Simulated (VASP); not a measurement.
Set up this calculation in VASP 6.6.1, as the native input.

```
Task                   : single point
Functional             : PBE
Potentials or basis    : VASP PAW PBE potentials, release 64 (Ga_d, P)
Cutoff                 : 520 eV
k mesh                 : 8 × 8 × 8
Occupations            : gaussian, width 0.1 eV
Spin                   : no spin polarisation
Dipole correction      : no
Further INCAR settings : ALGO = Normal; EDIFF = 1e-07; NBANDS = 24
```

The structure of GaP4 lies in POSCAR:

```
GaP4
1.0
    5.1031190407      0.0000000000      0.0000000000
    0.0000000000      5.1031190407      0.0000000000
    0.0000000000      0.0000000000      5.1031190407
Ga P
1 4
Direct
    0.0000000000      0.0000000000      0.0000000000
    0.3451350749      0.6548649251      0.6548649251
    0.6548649251      0.3451350749      0.6548649251
    0.6548649251      0.6548649251      0.3451350749
    0.3451350749      0.3451350749      0.3451350749
```

One way to write it, as run:

INCAR

```
SYSTEM = GaP4
ALGO = Normal ; EDIFF = 1E-7
ENCUT = 520 ; GGA = PE
ISIF = 2 ; ISMEAR = 0
LASPH = .True. ; LCHARG = .True.
LELF = .True. ; LREAL = .False.
LVHAR = .True. ; LWAVE = .False.
NBANDS = 24 ; NELM = 100
PREC = Accurate ; SIGMA = 0.1
```

KPOINTS

```
k-points
0
Gamma
  8 8 8
  0 0 0
```

Potentials or basis: VASP PAW PBE potentials, release 64 (Ga_d, P).

The run is started by

```sh
$ cat potpaw_PBE.64/Ga_d/POTCAR potpaw_PBE.64/P/POTCAR > POTCAR
$ mpirun -np 1 vasp_std > vasp.out
```

It gave:

```json
{
 "Pressure": "-0.2 GPa",
 "Largest force": "0.115 eV/Å"
}
```

Run time: 69 s on 1 thread of Intel(R) Xeon(R) 6975P-C (Granite Rapids), with other jobs on the host, peak memory 0.29 GiB.
